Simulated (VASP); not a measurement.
# CdTe (I-4m2) in VASP: a series of runs

Aim: see how the results for CdTe move with the level of theory and the settings. Levels: PBEsol, r2SCAN. Tasks: single point.

Everything below comes from runs of VASP 6.6.1. Logs are shortened: lines on timing, memory, paths and dates and some standing lists are left out, and cuts for length are marked.

**1. The cell of the first run**

Symmetry: I-4m2, No. 119, tetragonal system. Conventional cell: a = 4.589 Å, b = 4.589 Å, c = 6.814 Å, α = 90.00°, β = 90.00°, γ = 90.00°. Cd (site symmetry -4m2) has 4 Te at 2.86 Å within 3.8 Å. Te (site symmetry -4m2) has 4 Cd at 2.86 Å within 3.8 Å.

**2. Single point, PBEsol (strain +0.0500 x Voigt [0, 1, 0, 0, 0, 0])**

File INCAR:

```
ALGO = Normal ; EDIFF = 1E-7
ENCUT = 520 ; GGA = PS
ISIF = 2 ; ISMEAR = 0
LASPH = True ; LCHARG = False
LREAL = False ; LWAVE = False
NBANDS = 16 ; NELM = 100
PREC = Accurate ; SIGMA = 0.05
```

File KPOINTS:

```
k-points
0
Gamma
  8 8 8
```

File POSCAR:

```
CdTe
1.0
    0.0000000000      3.4069051034      3.2446715270
    3.2446715270      0.0000000000      3.2446715270
    3.2446715270      3.4069051034      0.0000000000
Cd Te
1 1
Direct
    0.0000000000      0.0000000000      0.0000000000
    0.7500000000      0.7500000000      0.7500000000
```

Potentials or basis: VASP PAW PBE potentials, release 64 (Cd, Te).

Run with:

```
$ cat potpaw_PBE.64/Cd/POTCAR potpaw_PBE.64/Te/POTCAR > POTCAR
$ mpirun -np 1 vasp_std > vasp.out
```

OUTCAR:

```text
EDIFF = 1E-7
   ENCUT = 520
   GGA = PS
   ISIF = 2
   ISMEAR = 0
   LASPH = True
   LREAL = False
   NELM = 100
   PREC = Accurate

 ion  position               nearest neighbor table
   1  0.000  0.000  0.000-   2 2.86   2 2.86   2 2.86   2 2.86
   2  0.750  0.750  0.750-   1 2.86   1 2.86   1 2.86   1 2.86

  LATTYP: Found a body centered tetragonal cell.
 ALAT       =     4.5886584789
 C/A-ratio  =     1.4849242405

  Lattice vectors:

 A1 = (   0.0000000000,  -3.4069051034,   3.2446715270)
 A2 = (   0.0000000000,  -3.4069051034,  -3.2446715270)
 A3 = (   3.2446715270,   3.4069051034,   0.0000000000)

Analysis of symmetry for initial positions (statically):
=====================================================================
 Subroutine PRICEL returns:
 Original cell was already a primitive cell.

 Routine SETGRP: Setting up the symmetry group for a
 body centered tetragonal supercell.

 Subroutine GETGRP returns: Found  8 space group operations
 (whereof  8 operations were pure point group operations)
 out of a pool of 16 trial point group operations.

The static configuration has the point symmetry D_2d.

Analysis of symmetry for dynamics (positions and initial velocities):
=====================================================================
 Subroutine PRICEL returns:
 Original cell was already a primitive cell.

 Routine SETGRP: Setting up the symmetry group for a
 body centered tetragonal supercell.

 Subroutine GETGRP returns: Found  8 space group operations
 (whereof  8 operations were pure point group operations)
 out of a pool of 16 trial point group operations.

The dynamic configuration has the point symmetry D_2d.

 Subroutine INISYM returns: Found  8 space group operations
 (whereof  8 operations are pure point group operations),
 and found     1 'primitive' translations

----------------------------------------------------------------------------------------

                                     Primitive cell

  volume of cell :      71.7351

  direct lattice vectors                    reciprocal lattice vectors
     0.000000000  3.406905103  3.244671527    -0.154098803  0.146760765  0.154098803
     3.244671527  0.000000000  3.244671527     0.154098803 -0.146760765  0.154098803
     3.244671527  3.406905103  0.000000000     0.154098803  0.146760765 -0.154098803

  length of vectors
     4.704773714  4.588658479  4.704773714     0.262738662  0.262738662  0.262738662

  position of ions in fractional coordinates (direct lattice)
     0.000000000  0.000000000  0.000000000
     0.750000000  0.750000000  0.750000000

  ion indices of the primitive-cell ions
   primitive index   ion index
                 1           1
                 2           2

----------------------------------------------------------------------------------------

 KPOINTS: k-points

Automatic generation of k-mesh.
 Grid dimensions read from file:
 generate k-points for:    8    8    8

 Generating k-lattice:

  Cartesian coordinates                     Fractional coordinates (reciprocal lattice)
    -0.019262350  0.018345096  0.019262350     0.125000000  0.000000000  0.000000000
     0.019262350 -0.018345096  0.019262350    -0.000000000  0.125000000 -0.000000000
     0.019262350  0.018345096 -0.019262350     0.000000000  0.000000000  0.125000000

  Length of vectors
     0.032842333  0.032842333  0.032842333

  Shift w.r.t. Gamma in fractional coordinates (k-lattice)
     0.000000000  0.000000000  0.000000000

 Subroutine IBZKPT returns following result:
 ===========================================

 Found     59 irreducible k-points:

 Following reciprocal coordinates:
            Coordinates               Weight
  0.000000  0.000000  0.000000      1.000000
  0.125000  0.000000  0.000000      8.000000
  0.250000  0.000000  0.000000      8.000000
  0.375000  0.000000 -0.000000      8.000000
  0.500000  0.000000  0.000000      4.000000
  0.125000  0.125000  0.000000      4.000000
[... 16 lines left out ...]
  0.250000  0.000000  0.125000      8.000000
  0.375000  0.000000  0.125000      8.000000
 [... further k-points ...]
   k-points           NKPTS =     59   k-points in BZ     NKDIM =     59   number of bands    NBANDS=     16
   number of dos      NEDOS =    301   number of ions     NIONS =      2
   total plane-waves  NPLWV =  46656
   dimension x,y,z NGX =    36 NGY =   36 NGZ =   36
   dimension x,y,z NGXF=    72 NGYF=   72 NGZF=   72
   ions per type =               1   1
   NGX,Y,Z   is equivalent  to a cutoff of  12.72, 13.04, 12.72 a.u.
   NGXF,Y,Z  is equivalent  to a cutoff of  25.44, 26.09, 25.44 a.u.
 SYSTEM =  unknown system
   PREC   = accura    normal or accurate (medium, high low for compatibility)
   ISTART =      0    job   : 0-new  1-cont  2-samecut
   ICHARG =      2    charge: 1-file 2-atom 10-const
   ISPIN  =      1    spin polarized calculation?
   LNONCOLLINEAR =      F non collinear calculations
   LSORBIT =      F    spin-orbit coupling
   LASPH  =      T    aspherical Exc in radial PAW
   ENCUT  =  520.0 eV  38.22 Ry    6.18 a.u.   8.75  8.53  8.75*2*pi/ulx,y,z
   NELM   =    100;   NELMIN=  2; NELMDL= -5     # of ELM steps
   EDIFF  = 0.1E-06   stopping-criterion for ELM
   LREAL  =      F    real-space projection
   EDIFFG = 0.1E-05   stopping-criterion for IOM
   NSW    =      0    number of steps for IOM
   IBRION =     -1    ionic relax: 0-MD 1-quasi-New 2-CG
   NFREE  =      0    steps in history (QN), initial steepest desc. (CG)
   ISIF   =      2    stress and relaxation
   ISYM   =      2    0-nonsym 1-usesym 2-fastsym
   POTIM  = 0.5000    time-step for ionic-motion
   TEBEG  =    0.0;   TEEND  =   0.0 temperature during run
   PSTRESS=    0.0 pullay stress
   NELECT =      18.0000    total number of electrons
   NUPDOWN=      -1.0000    fix difference up-down
   EMIN   =  10.00;   EMAX   =-10.00  energy-range for DOS
   EFERMI =   0.00;   METHOD = LEGACY
   ISMEAR =     0;   SIGMA  =   0.05  broadening in eV -4-tet -1-fermi 0-gaus
   EFERMI_NEDOS =   21; number of points for ismear=-14 and -15
   IALGO  =     38    algorithm
   IMIX   =      4    mixing-type and parameters
     AMIX     =   0.40;   BMIX     =  1.00
     AMIX_MAG =   1.60;   BMIX_MAG =  1.00
  volume/ion in A,a.u.               =      35.87       242.05
  Fermi-wavevector in a.u.,A,eV,Ry     =   1.032576  1.951285 14.506698  1.066212
  Thomas-Fermi vector in A             =   2.166780
   LORBIT       =      0    0 simple, 1 ext, 2 COOP (PROOUT), +10 PAW based schemes
   GGA     = PS    functional components
   LHFCALC =     F    Hartree Fock is set to
   AEXX    =    0.0000 exact exchange contribution
   IVDW    =     0    specifies the selected vdW correction
   LEPSILON=     F    determine dielectric tensor
   LRPA    =     F    only Hartree local field effects (RPA)
 non-spin polarized calculation
 Gauss-broadening in eV      SIGMA  =   0.05
  energy-cutoff  :      520.00
  volume of cell :       71.74
 maximum number of plane-waves:      1956
   NGX = 17   NGY = 17   NGZ = 17

 number of electron      18.0000003 magnetization

 Free energy of the ion-electron system (eV)
  ---------------------------------------------------
  ext. energy  EPLUGINS =         0.00000000
  ---------------------------------------------------
  free energy    TOTEN  =        -5.46564183 eV

  energy without entropy =       -5.46564183  energy(sigma->0) =       -5.46564183

 E-fermi :   2.0198     XC(G=0):  -8.5516

 val. band max:        1.8024150889   @ k =   0.0000   0.0000   0.0000
 cond. band min:       2.2471181576   @ k =   0.0000   0.0000   0.0000
 fundamental gap:      0.4447030687
 Fermi energy:         2.0198124792

 k-point     1 :       0.0000    0.0000    0.0000
  band No.  band energies     occupation
      1      -9.1719      2.00000
      2      -6.3431      2.00000
      3      -6.3311      2.00000
      4      -6.3311      2.00000
      5      -6.1114      2.00000
      6      -6.1063      2.00000
[... 8 lines left out ...]
     15      10.6175      0.00000
     16      11.2313      0.00000

 k-point     2 :       0.1250    0.0000    0.0000
  band No.  band energies     occupation
      1      -9.1192      2.00000
      2      -6.3304      2.00000
      3      -6.3215      2.00000
      4      -6.2928      2.00000
      5      -6.1111      2.00000
      6      -6.1078      2.00000
[... 8 lines left out ...]
     15      10.0769      0.00000
     16      10.5422      0.00000

 k-point     3 :       0.2500    0.0000    0.0000
  band No.  band energies     occupation
      1      -8.9912      2.00000
      2      -6.3090      2.00000
      3      -6.2998      2.00000
      4      -6.1599      2.00000
      5      -6.1094      2.00000
      6      -6.1048      2.00000
[... 8 lines left out ...]
     15      10.1774      0.00000
     16      10.2021      0.00000

 k-point     4 :       0.3750    0.0000   -0.0000
  band No.  band energies     occupation
      1      -8.8640      2.00000
      2      -6.2920      2.00000
      3      -6.2812      2.00000
      4      -6.1076      2.00000
      5      -6.1032      2.00000
      6      -5.9361      2.00000
[... 8 lines left out ...]
     15      10.8187      0.00000
     16      10.9564      0.00000

 k-point     5 :       0.5000    0.0000    0.0000
  band No.  band energies     occupation
      1      -8.8122      2.00000
      2      -6.2864      2.00000
      3      -6.2746      2.00000
      4      -6.1055      2.00000
      5      -6.0978      2.00000
      6      -5.8051      2.00000
[... 8 lines left out ...]
     15      11.7479      0.00000
     16      11.9746      0.00000

 k-point     6 :       0.1250    0.1250    0.0000
  band No.  band energies     occupation
      1      -9.1000      2.00000
      2      -6.3245      2.00000
      3      -6.3121      2.00000
      4      -6.2887      2.00000
      5      -6.1119      2.00000
      6      -6.1055      2.00000
[... 8 lines left out ...]
     15      10.1514      0.00000
     16      10.8882      0.00000

 k-point     7 :       0.2500    0.1250   -0.0000
  band No.  band energies     occupation
      1      -8.9963      2.00000
      2      -6.3046      2.00000
      3      -6.2919      2.00000
      4      -6.1990      2.00000
      5      -6.1084      2.00000
      6      -6.0966      2.00000
[... 8 lines left out ...]
     15      10.6581      0.00000
     16      11.0723      0.00000

 k-point     8 :       0.3750    0.1250    0.0000
  band No.  band energies     occupation
      1      -8.8697      2.00000
      2      -6.2862      2.00000
      3      -6.2725      2.00000
      4      -6.1322      2.00000
      5      -6.0992      2.00000
      6      -5.9655      2.00000
[... 8 lines left out ...]
     15      10.7933      0.00000
     16      11.4794      0.00000

 k-point     9 :       0.5000    0.1250   -0.0000
  band No.  band energies     occupation
      1      -8.7952      2.00000
      2      -6.2771      2.00000
      3      -6.2640      2.00000
      4      -6.1170      2.00000
      5      -6.0982      2.00000
      6      -5.7886      2.00000
[... 8 lines left out ...]
     15      11.3512      0.00000
     16      11.9508      0.00000
[... 172 lines left out ...]
 k-point    19 :       0.5000    0.3750   -0.0000
  band No.  band energies     occupation
      1      -8.7122      2.00000
      2      -6.2265      2.00000
      3      -6.2022      2.00000
      4      -6.1764      2.00000
      5      -6.0864      2.00000
      6      -5.6906      2.00000
[... 8 lines left out ...]
     15      12.1773      0.00000
     16      12.9532      0.00000

 k-point    20 :      -0.3750    0.3750    0.0000
  band No.  band energies     occupation
      1      -8.7080      2.00000
      2      -6.2402      2.00000
      3      -6.2128      2.00000
      4      -6.1519      2.00000
      5      -6.0959      2.00000
      6      -5.6372      2.00000
[... 8 lines left out ...]
     15      11.2236      0.00000
     16      13.7695      0.00000

 k-point    21 :       0.5000    0.5000    0.0000
  band No.  band energies     occupation
      1      -8.6948      2.00000
      2      -6.2089      2.00000
      3      -6.2003      2.00000
      4      -6.1822      2.00000
      5      -6.0816      2.00000
      6      -5.6632      2.00000
[... 8 lines left out ...]
     15      12.1694      0.00000
     16      12.9040      0.00000

 k-point    22 :       0.1250    0.0000    0.1250
  band No.  band energies     occupation
      1      -9.1051      2.00000
      2      -6.3125      2.00000
      3      -6.3125      2.00000
      4      -6.2996      2.00000
      5      -6.1183      2.00000
      6      -6.1032      2.00000
[... 8 lines left out ...]
     15       9.9413      0.00000
     16      11.4568      0.00000

 k-point    23 :       0.2500    0.0000    0.1250
  band No.  band energies     occupation
      1      -9.0047      2.00000
      2      -6.3010      2.00000
      3      -6.2901      2.00000
      4      -6.1959      2.00000
      5      -6.1198      2.00000
      6      -6.1014      2.00000
[... 8 lines left out ...]
     15      10.8643      0.00000
     16      11.0941      0.00000

 k-point    24 :       0.3750    0.0000    0.1250
  band No.  band energies     occupation
      1      -8.8775      2.00000
      2      -6.2868      2.00000
      3      -6.2698      2.00000
      4      -6.1208      2.00000
      5      -6.1009      2.00000
      6      -5.9886      2.00000
[... 8 lines left out ...]
     15      10.7560      0.00000
     16      11.3781      0.00000

 [... further k-points ...]
[... 5 lines left out ...]
  --------------------------------------------------------------------------------------
  -------------------------------------------------------------------------------------
  Total       -0.6141831     -1.0501658     -0.6141831      0.0000000     -0.0000000      0.0000000
  in kB      -13.7175621    -23.4550825    -13.7175621      0.0000000     -0.0000000      0.0000000
  external PRESSURE =     -16.9634022 kB  Pullay stress =       0.0000000 kB

 VOLUME and BASIS-vectors are now :
 -----------------------------------------------------------------------------
  energy-cutoff  :      520.00
  volume of cell :       71.74
      direct lattice vectors                 reciprocal lattice vectors
     0.000000000  3.406905103  3.244671527    -0.154098803  0.146760765  0.154098803
     3.244671527  0.000000000  3.244671527     0.154098803 -0.146760765  0.154098803
     3.244671527  3.406905103  0.000000000     0.154098803  0.146760765 -0.154098803

 POSITION                                       TOTAL-FORCE (eV/Angst)
 -----------------------------------------------------------------------------------
      0.00000      0.00000      0.00000         0.000000      0.000000      0.000000
      4.86701      5.11036      4.86701         0.000000     -0.000000     -0.000000
 -----------------------------------------------------------------------------------
    total drift:                                0.000001      0.000000      0.000001

  FREE ENERGIE OF THE ION-ELECTRON SYSTEM (eV)
  ---------------------------------------------------
  free  energy   TOTEN  =        -5.4656418276 eV

  energy  without entropy=       -5.4656418276  energy(sigma->0) =       -5.46564183
```

Run time: 27 s. Hardware: 1 thread of Intel Xeon 6975P-C (Granite Rapids), shared host; peak memory 0.24 GiB.

Results:

```
Free energy            : -5.4656 eV
Pressure               : -1.7 GPa
Band gap on the k mesh : 0.44 eV, direct
```

Stress tensor (GPa, compression positive):
```
-1.37  0.00  0.00
 0.00 -2.35  0.00
 0.00  0.00 -1.37
```

Levels at points of the mesh, in eV from the valence-band top:
| k point | band 7 | band 8 | band 9 | band 10 | band 11 | band 12 |
| --- | --- | --- | --- | --- | --- | --- |
| (0.00, 0.00, 0.00) | -0.17 | 0.00 | 0.00 | 0.44 | 4.53 | 4.53 |
| (0.50, 0.00, 0.00) | -4.23 | -0.88 | -0.64 | 1.61 | 4.98 | 5.24 |
| (0.50, 0.50, 0.00) | -4.07 | -1.86 | -1.79 | 2.44 | 2.50 | 8.47 |
| (0.50, 0.00, 0.50) | -4.30 | -1.63 | -1.63 | 2.67 | 2.79 | 8.16 |

Caveat: the cell differs from its parent crystal (strain +0.0500 x Voigt [0, 1, 0, 0, 0, 0]); the PAW data sets were made with another functional, which shifts forces and pressure a little; spin-orbit coupling is left out, which moves the levels of the heavy elements.

(Part 1 of 2 ends here.)
